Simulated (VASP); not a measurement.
# AlN: single point with LDA

The system is AlN.

```
Al N
1.0
    -3.08862    0.00000    0.00000
    -1.54431   -2.67482    0.00000
    -0.25738   -0.44580   10.18717
Al N
4 4
Direct
  0.33333 0.18702 0.87787
  0.33333 0.26790 0.39260
  0.66667 0.64167 0.14996
  0.66667 0.56079 0.63524
  0.33333 0.31789 0.09268
  0.33333 0.23701 0.57795
  0.66667 0.61078 0.33532
  0.66667 0.52990 0.82059
```

This cell differs from its parent crystal: the part above a cut slid along it.

| Quantity | Value |
| --- | --- |
| Program | VASP 6.6.1 |
| Task | single point |
| Functional | LDA |
| Potentials or basis | VASP PAW LDA potentials, release 64 (Al, N) |
| Cutoff | 520 eV |
| k mesh | 8 × 8 × 3 |
| Occupations | gaussian, width 0.05 eV |
| Spin | no spin polarisation |

```
Pressure               : -3.2 GPa
Largest force          : 1.871 eV/Å
Band gap on the k mesh : 3.61 eV
```

Forces on the atoms (eV/Å):
```
Al  -0.334 -0.700  1.703
Al   0.006  0.009 -0.375
Al  -0.014  0.090 -0.591
Al  -0.022 -0.016 -0.382
N    0.475  0.648 -1.485
N   -0.003  0.002  0.356
N    0.024  0.023  0.387
N   -0.132 -0.059  0.387
```

Stress tensor (GPa, compression positive):
```
-0.13 -0.39  2.45
-0.39 -1.84  3.57
 2.45  3.57 -7.59
```

Levels at points of the mesh, in eV from the valence-band top:
```csv
k point,band 12,band 13,band 14,band 15,band 16,band 17,band 18,band 19,band 20,band 21
"(0.00, 0.00, 0.00)",-0.70,-0.69,-0.35,-0.07,0.00,3.61,5.91,6.16,6.65,8.76
"(0.50, 0.00, 0.00)",-2.01,-1.76,-1.55,-1.26,-0.72,4.54,4.63,5.29,5.59,7.10
"(0.00, 0.50, 0.00)",-1.99,-1.87,-1.55,-1.14,-0.72,4.09,4.88,5.28,5.71,6.95
"(0.50, 0.50, 0.00)",-1.99,-1.75,-1.54,-1.08,-0.77,4.38,4.64,5.48,5.55,7.37
```

Wall time 63 s on 1 thread of Intel(R) Xeon(R) 6975P-C (Granite Rapids), on a shared host, peak memory 0.27 GiB.

Caveat: the cell differs from its parent crystal (the part above a cut slid along it); the stress differs along the axes, from -8 to -0 GPa; forces of over 1 eV/Å act on the atoms, so gaps and moduli don't describe the material at rest. A k mesh can miss the band edges.
